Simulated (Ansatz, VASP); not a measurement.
## One calculation of Ge, two programs

File INCAR:

```
SYSTEM = Ge
PREC = Accurate
ENCUT = 600
EDIFF = 1E-6
ISMEAR = -1
SIGMA = 0.05
LREAL = .FALSE.
LASPH = .TRUE.
NELM = 60
ALGO = Normal
ISIF = 3
LWAVE = .FALSE.
LCHARG = .FALSE.
GGA = RE
IBRION = 2
NSW = 60
EDIFFG = -0.01
```

The input KPOINTS:

```
regular mesh
0
G
  11 11 11
  0 0 0
```

File POSCAR:

```
Ge
1.0
   -2.5744897190      2.5744897190      1.3974126432
    2.5744897190     -2.5744897190      1.3974126432
    2.5744897190      2.5744897190     -1.3974126432
Ge
2
Direct
    0.5000000000      0.5000000000      0.0000000000
    0.2500000000      0.7500000000      0.5000000000
```

File input.yaml:

```yaml
crystal:
  lattice:
    - [-2.574489719, 2.574489719, 1.3974126432]
    - [2.574489719, -2.574489719, 1.3974126432]
    - [2.574489719, 2.574489719, -1.3974126432]
  atoms:
    - { symbol: Ge, position: [0.5, 0.5, 0.0] }
    - { symbol: Ge, position: [0.25, 0.75, 0.5] }
hamiltonian:
  xc: revpbe
  pseudopotentials: { kind: paw }
kpoints:
  mp_grid: { grid: [11, 11, 11] }
scf:
  occupations: { method: fermi_dirac, width: 0.05 }
output:
  forces: true
  stress: true
relax:
  f_tol: 0.01
  max_steps: 40
  cell: { stress_tol: 0.05 }
```

Alike in both runs: task relaxation of cell and atoms; functional revPBE; k mesh 11 × 11 × 11; occupations fermi-dirac, width 0.05 eV; no spin polarisation.

|  | VASP | Ansatz |
| --- | --- | --- |
| version | VASP 6.6.1 | Ansatz 0.2.0 |
| potentials or method | VASP PAW PBE potentials, release 64 (Ge_d) | Ansatz PAW |
| plane-wave cutoff (eV) | 600 | 420 |
| valence electrons in the cell | 28 | 28 |

Ansatz gave:

| Quantity | Value |
| --- | --- |
| relaxed volume (Å³/atom) | 19.67 |
| relaxed cell length with the largest relative difference (Å) | 3.982 |

Question: What did VASP give for the same quantities?

Answer: Relaxed volume (Å³/atom): 19.69; relaxed cell length with the largest relative difference (Å): 3.983.

VASP's potentials were made for PBE, not for revPBE.

Noted on Ansatz's run: the plane-wave basis is chosen anew once the cell has moved, so the energies of steps on either side of that aren't comparable.
